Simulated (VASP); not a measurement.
# HPbNO4 (P1) in VASP: a series of runs

Runs on HPbNO4. Level: PBE. Tasks: single point.

All numbers are computed with VASP 6.6.1; they aren't measurements. Logs are shortened: lines on timing, memory, paths and dates and some standing lists are left out, and cuts for length are marked.

**1. The cell of the first run**

The typed cell holds 7 atoms: a = 3.909 Å, b = 5.608 Å, c = 6.135 Å, α = 106.62°, β = 93.97°, γ = 90.45°.

**2. Single point, PBE (18.36 Å³/atom)**

INCAR reads:

```
ALGO = Normal
EDIFF = 1E-7
ENCUT = 520
GGA = PE
ISIF = 2
ISMEAR = -1
LASPH = T
LCHARG = F
LREAL = F
LWAVE = F
NBANDS = 31
NELM = 60
PREC = Accurate
SIGMA = 0.05
```

KPOINTS reads:

```
k-points
0
Gamma
  5 4 4
```

POSCAR reads:

```
HPbNO4
1.0
    3.9047568687      0.1457328486      0.0913059255
   -0.2565319610      5.5997117617      0.1668774854
   -0.4883124379     -1.9525608030      5.7955250797
H Pb N O
1 1 1 4
Direct
    0.1091300000      0.6571800000      0.5446300000
    0.6102900000      0.5212700000      0.1510000000
    0.9158000000      0.9626300000      0.9586700000
    0.0138400000      0.1363900000      0.8808400000
    0.7239800000      0.0105700000      0.1285800000
    0.0038900000      0.7373200000      0.8704300000
    0.1192700000      0.5932400000      0.3765100000
```

Potentials or basis: VASP PAW PBE potentials, release 64 (H, Pb_d, N, O).

Started as:

```console
cat potpaw_PBE.64/H/POTCAR potpaw_PBE.64/Pb_d/POTCAR potpaw_PBE.64/N/POTCAR potpaw_PBE.64/O/POTCAR > POTCAR
mpirun -np 1 vasp_std > vasp.out
```

OUTCAR:

```text
EDIFF = 1E-7
   ENCUT = 520
   GGA = PE
   ISIF = 2
   ISMEAR = -1
   LASPH = T
   LREAL = F
   NELM = 60
   PREC = Accurate

 ion  position               nearest neighbor table
   1  0.109  0.657  0.545-   7 0.99
   2  0.610  0.521  0.151-   7 2.31   7 2.41   5 2.82   5 2.87   4 2.87   6 2.89
   3  0.916  0.963  0.959-   4 1.27   6 1.28   5 1.29
   4  0.014  0.136  0.881-   3 1.27   2 2.87
   5  0.724  0.011  0.129-   3 1.29   2 2.82   2 2.87
   6  0.004  0.737  0.870-   3 1.28   2 2.89
   7  0.119  0.593  0.377-   1 0.99   2 2.31   2 2.41

  LATTYP: Found a triclinic cell.
 ALAT       =     7.0421231947
 B/A-ratio  =     0.5550232440
 C/A-ratio  =     0.7963604173
 COS(alpha) =     0.0077737674
 COS(beta)  =     0.2535091708
 COS(gamma) =     0.4946358889

  Lattice vectors:

 A1 = (  -3.4164444308,   1.8068279544,  -5.8868310052)
 A2 = (  -3.9047568687,  -0.1457328486,  -0.0913059255)
 A3 = (  -0.2565319610,   5.5997117617,   0.1668774854)

Analysis of symmetry for initial positions (statically):
=====================================================================
 Subroutine PRICEL returns:
 Original cell was already a primitive cell.

 Routine SETGRP: Setting up the symmetry group for a
 triclinic supercell.

 Subroutine GETGRP returns: Found  1 space group operations
 (whereof  1 operations were pure point group operations)
 out of a pool of  2 trial point group operations.

The static configuration has the point symmetry C_1 .

Analysis of symmetry for dynamics (positions and initial velocities):
=====================================================================
 Subroutine PRICEL returns:
 Original cell was already a primitive cell.

 Routine SETGRP: Setting up the symmetry group for a
 triclinic supercell.

 Subroutine GETGRP returns: Found  1 space group operations
 (whereof  1 operations were pure point group operations)
 out of a pool of  2 trial point group operations.

The dynamic configuration has the point symmetry C_1 .

 Subroutine INISYM returns: Found  1 space group operations
 (whereof  1 operations are pure point group operations),
 and found     1 'primitive' translations

----------------------------------------------------------------------------------------

                                     Primitive cell

  volume of cell :     128.4946

  direct lattice vectors                    reciprocal lattice vectors
     3.904756869  0.145732849  0.091305925     0.255100975  0.010936246  0.025178506
    -0.256531961  5.599711762  0.166877485    -0.007960478  0.176464184  0.058781533
    -0.488312438 -1.952560803  5.795525080    -0.003789787 -0.005253440  0.170457676

  length of vectors
     3.908542061  5.608068166  6.135067536     0.256573705  0.186167253  0.170580716

  position of ions in fractional coordinates (direct lattice)
     0.109130000  0.657180000  0.544630000
     0.610290000  0.521270000  0.151000000
     0.915800000  0.962630000  0.958670000
     0.013840000  0.136390000  0.880840000
     0.723980000  0.010570000  0.128580000
     0.003890000  0.737320000  0.870430000
     0.119270000  0.593240000  0.376510000

  ion indices of the primitive-cell ions
   primitive index   ion index
                 1           1
                 2           2
                 3           3
                 4           4
                 5           5
                 6           6
                 7           7

----------------------------------------------------------------------------------------

 KPOINTS: k-points

Automatic generation of k-mesh.
 Grid dimensions read from file:
 generate k-points for:    5    4    4

 Generating k-lattice:

  Cartesian coordinates                     Fractional coordinates (reciprocal lattice)
     0.051020195  0.002187249  0.005035701     0.200000000 -0.000000000 -0.000000000
    -0.001990119  0.044116046  0.014695383     0.000000000  0.250000000 -0.000000000
    -0.000947447 -0.001313360  0.042614419     0.000000000  0.000000000  0.250000000

  Length of vectors
     0.051314741  0.046541813  0.042645179

  Shift w.r.t. Gamma in fractional coordinates (k-lattice)
     0.000000000  0.000000000  0.000000000

 Subroutine IBZKPT returns following result:
 ===========================================

 Found     42 irreducible k-points:

 Following reciprocal coordinates:
            Coordinates               Weight
  0.000000  0.000000  0.000000      1.000000
  0.200000 -0.000000  0.000000      2.000000
  0.400000 -0.000000  0.000000      2.000000
 -0.000000  0.250000 -0.000000      2.000000
  0.200000  0.250000  0.000000      2.000000
  0.400000  0.250000  0.000000      2.000000
[... 16 lines left out ...]
  0.200000  0.500000  0.250000      2.000000
  0.400000  0.500000  0.250000      2.000000
 [... further k-points ...]
   k-points           NKPTS =     42   k-points in BZ     NKDIM =     42   number of bands    NBANDS=     31
   number of dos      NEDOS =    301   number of ions     NIONS =      7
   total plane-waves  NPLWV =  60480
   dimension x,y,z NGX =    30 NGY =   42 NGZ =   48
   dimension x,y,z NGXF=    60 NGYF=   84 NGZF=   96
   ions per type =               1   1   1   4
   NGX,Y,Z   is equivalent  to a cutoff of  12.76, 12.45, 13.01 a.u.
   NGXF,Y,Z  is equivalent  to a cutoff of  25.52, 24.90, 26.01 a.u.
 SYSTEM =  unknown system
   PREC   = accura    normal or accurate (medium, high low for compatibility)
   ISTART =      0    job   : 0-new  1-cont  2-samecut
   ICHARG =      2    charge: 1-file 2-atom 10-const
   ISPIN  =      1    spin polarized calculation?
   LNONCOLLINEAR =      F non collinear calculations
   LSORBIT =      F    spin-orbit coupling
   LASPH  =      T    aspherical Exc in radial PAW
   ENCUT  =  520.0 eV  38.22 Ry    6.18 a.u.   7.27 10.43 11.41*2*pi/ulx,y,z
   NELM   =     60;   NELMIN=  2; NELMDL= -5     # of ELM steps
   EDIFF  = 0.1E-06   stopping-criterion for ELM
   LREAL  =      F    real-space projection
   EDIFFG = 0.1E-05   stopping-criterion for IOM
   NSW    =      0    number of steps for IOM
   IBRION =     -1    ionic relax: 0-MD 1-quasi-New 2-CG
   NFREE  =      0    steps in history (QN), initial steepest desc. (CG)
   ISIF   =      2    stress and relaxation
   ISYM   =      2    0-nonsym 1-usesym 2-fastsym
   POTIM  = 0.5000    time-step for ionic-motion
   TEBEG  =    0.0;   TEEND  =   0.0 temperature during run
   PSTRESS=    0.0 pullay stress
   NELECT =      44.0000    total number of electrons
   NUPDOWN=      -1.0000    fix difference up-down
   EMIN   =  10.00;   EMAX   =-10.00  energy-range for DOS
   EFERMI =   0.00;   METHOD = LEGACY
   ISMEAR =    -1;   SIGMA  =   0.05  broadening in eV -4-tet -1-fermi 0-gaus
   EFERMI_NEDOS =   21; number of points for ismear=-14 and -15
   IALGO  =     38    algorithm
   IMIX   =      4    mixing-type and parameters
     AMIX     =   0.40;   BMIX     =  1.00
     AMIX_MAG =   1.60;   BMIX_MAG =  1.00
  volume/ion in A,a.u.               =      18.36       123.87
  Fermi-wavevector in a.u.,A,eV,Ry     =   1.145330  2.164360 17.847868  1.311781
  Thomas-Fermi vector in A             =   2.282019
   LORBIT       =      0    0 simple, 1 ext, 2 COOP (PROOUT), +10 PAW based schemes
   GGA     = PE    functional components
   LHFCALC =     F    Hartree Fock is set to
   AEXX    =    0.0000 exact exchange contribution
   IVDW    =     0    specifies the selected vdW correction
   LEPSILON=     F    determine dielectric tensor
   LRPA    =     F    only Hartree local field effects (RPA)
 non-spin polarized calculation
  energy-cutoff  :      520.00
  volume of cell :      128.49
 maximum number of plane-waves:      3477
 NGX is ok and might be reduce to    30
   NGX = 15   NGY = 21   NGZ = 23

 number of electron      44.0000013 magnetization

 Free energy of the ion-electron system (eV)
  ---------------------------------------------------
  ext. energy  EPLUGINS =         0.00000000
  ---------------------------------------------------
  free energy    TOTEN  =       -40.37852725 eV

  energy without entropy =      -40.37852725  energy(sigma->0) =      -40.37852725

 E-fermi :   0.1329     XC(G=0):  -7.4043

 val. band max:       -1.0075733526   @ k =   0.4000   0.5000   0.5000
 cond. band min:       2.0689957859   @ k =   0.4000  -0.0000   0.5000
 fundamental gap:      3.0765691385
 Fermi energy:         0.1329453916

 k-point     1 :       0.0000    0.0000    0.0000
  band No.  band energies     occupation
      1     -26.2349      2.00000
      2     -20.9826      2.00000
      3     -20.7486      2.00000
      4     -18.2639      2.00000
      5     -16.1216      2.00000
      6     -16.0963      2.00000
[... 23 lines left out ...]
     30       9.0067      0.00000
     31       9.6637      0.00000

 k-point     2 :       0.2000   -0.0000    0.0000
  band No.  band energies     occupation
      1     -26.2234      2.00000
      2     -20.9792      2.00000
      3     -20.7632      2.00000
      4     -18.2660      2.00000
      5     -16.1216      2.00000
      6     -16.1144      2.00000
[... 23 lines left out ...]
     30       9.2606      0.00000
     31       9.8565      0.00000

 k-point     3 :       0.4000   -0.0000    0.0000
  band No.  band energies     occupation
      1     -26.2045      2.00000
      2     -20.9743      2.00000
      3     -20.7864      2.00000
      4     -18.2722      2.00000
      5     -16.1261      2.00000
      6     -16.1213      2.00000
[... 703 lines left out ...]
     30       9.7169      0.00000
     31      10.0675      0.00000

 k-point    24 :       0.4000    0.5000    0.2500
  band No.  band energies     occupation
      1     -26.2017      2.00000
      2     -20.9866      2.00000
      3     -20.7794      2.00000
      4     -18.2715      2.00000
      5     -16.1413      2.00000
      6     -16.1261      2.00000
[... 23 lines left out ...]
     30       8.8889      0.00000
     31       9.1363      0.00000

 [... further k-points ...]

------------------------ aborting loop because EDIFF is reached ----------------------------------------

  FORCE on cell =-STRESS in cart. coord.  units (eV):
  Direction    XX          YY          ZZ          XY          YZ          ZX
  --------------------------------------------------------------------------------------
  -------------------------------------------------------------------------------------
  Total       -1.6982650     -1.9729297     -1.9295489     -0.0304305     -0.0063791      0.7247173
  in kB      -21.1753713    -24.6001171    -24.0592089     -0.3794329     -0.0795395      9.0363741
  external PRESSURE =     -23.2782324 kB  Pullay stress =       0.0000000 kB

 VOLUME and BASIS-vectors are now :
 -----------------------------------------------------------------------------
  energy-cutoff  :      520.00
  volume of cell :      128.49
      direct lattice vectors                 reciprocal lattice vectors
     3.904756869  0.145732849  0.091305925     0.255100975  0.010936246  0.025178506
    -0.256531961  5.599711762  0.166877485    -0.007960478  0.176464184  0.058781533
    -0.488312438 -1.952560803  5.795525080    -0.003789787 -0.005253440  0.170457676

 POSITION                                       TOTAL-FORCE (eV/Angst)
 -----------------------------------------------------------------------------------
     -0.00841      2.63250      3.27605         0.063013     -0.009900     -0.466492
      2.17558      2.71306      1.01784         0.082565      0.004927      0.204577
      2.86090      3.65205      5.80026         0.002150     -0.000408      0.009317
     -0.41107     -0.95413      5.12895        -0.209943     -0.538448      0.249575
      2.76147     -0.08636      0.81306         0.384224      0.035557     -0.485807
     -0.59900      2.42978      5.16800        -0.230182      0.492851      0.275731
      0.12968      2.60420      2.29196        -0.091826      0.015421      0.213099
 -----------------------------------------------------------------------------------
    total drift:                               -0.000551      0.000312      0.000656

  FREE ENERGIE OF THE ION-ELECTRON SYSTEM (eV)
  ---------------------------------------------------
  free  energy   TOTEN  =       -40.3785272456 eV

  energy  without entropy=      -40.3785272455  energy(sigma->0) =      -40.37852725
```

It took 2.7 min on 1 thread of Oxide Virtual Turin-like, shared host; peak memory 0.3 GiB.

What came out:

| Quantity | Value |
| --- | --- |
| Free energy | -40.3785 eV |
| Pressure | -2.3 GPa |
| Largest force | 0.630 eV/Å |
| Band gap on the k mesh | 3.08 eV (least direct gap 3.15 eV) |

Forces on the atoms (eV/Å):
```
H    0.063 -0.010 -0.466
Pb   0.083  0.005  0.205
N    0.002  0.000  0.009
O   -0.210 -0.538  0.250
O    0.384  0.036 -0.486
O   -0.230  0.493  0.276
O   -0.092  0.015  0.213
```

Stress tensor (GPa, compression positive):
```
-2.12 -0.04  0.90
-0.04 -2.46 -0.01
 0.90 -0.01 -2.41
```

Caveat: spin-orbit coupling is left out, which moves the levels of the heavy elements. A k mesh can miss the band edges.

**3. Single point, PBE (18.71 Å³/atom)**

This run uses another cell than the first one, of 18.71 Å³/atom.

INCAR reads:

```
  PREC = Accurate
  ENCUT = 520
  EDIFF = 1E-6
  ISMEAR = -1
  SIGMA = 0.05
  LREAL = False
  LASPH = True
  NELM = 60
  ALGO = Normal
  ISIF = 2
  LWAVE = False
  LCHARG = False
  GGA = PE
  NBANDS = 31
```

KPOINTS reads:

```
regular mesh
0
Gamma
  5 4 4
```

Edit POSCAR of step 2 so:

```diff
@@ -2,5 +2,5 @@
 1.0
-    3.9047568687      0.1457328486      0.0913059255
-   -0.2565319610      5.5997117617      0.1668774854
-   -0.4883124379     -1.9525608030      5.7955250797
+    3.9296286021      0.1466611084      0.0918875076
+   -0.2581659666      5.6353796773      0.1679404280
+   -0.4914227920     -1.9649978314      5.8324402475
 H Pb N O
```

Potentials or basis: VASP PAW PBE potentials, release 64 (H, Pb_d, N, O).

Started as:

```console
cat potpaw_PBE.64/H/POTCAR potpaw_PBE.64/Pb_d/POTCAR potpaw_PBE.64/N/POTCAR potpaw_PBE.64/O/POTCAR > POTCAR
mpirun -np 1 vasp_std > vasp.out
```

It took 2.7 min on 1 thread of Oxide Virtual Turin-like, shared host; peak memory 0.3 GiB.

The run converged. Its results:

```
Free energy            : -40.3361 eV
Pressure               : -3.5 GPa
Largest force          : 1.096 eV/Å
Band gap on the k mesh : 3.05 eV (least direct gap 3.13 eV)
```

Forces in eV/Å, atoms in the order of the input:
```
H    0.097 -0.013 -0.727
Pb   0.127  0.007  0.304
N    0.010  0.019  0.004
O   -0.360 -0.947  0.419
O    0.658  0.063 -0.818
O   -0.389  0.849  0.467
O   -0.144  0.022  0.350
```

Stress tensor (GPa, compression positive):
```
-3.10 -0.07  1.47
-0.07 -3.85 -0.02
 1.47 -0.02 -3.64
```

Levels at points of the mesh, in eV from the valence-band top:
```
           k point  band 18  band 19  band 20  band 21  band 22  band 23  band 24  band 25  band 26  band 27
(0.00, 0.00, 0.00)    -1.71    -1.51    -1.27    -0.46    -0.30     3.36     4.27     5.63     5.91     7.58
(0.00, 0.50, 0.00)    -1.65    -1.29    -1.13    -0.64    -0.45     3.41     4.24     4.55     7.44     7.58
(0.00, 0.00, 0.50)    -1.53    -1.30    -1.22    -0.51    -0.27     3.22     3.74     5.61     6.90     8.04
(0.00, 0.50, 0.50)    -1.63    -1.33    -1.04    -0.61    -0.44     3.38     3.99     4.54     7.48     7.68
```

Caveat: the cell stands under tension; spin-orbit coupling is left out, which moves the levels of the heavy elements; forces of over 1 eV/Å act on the atoms, so gaps and moduli don't describe the material at rest. A k mesh can miss the band edges.
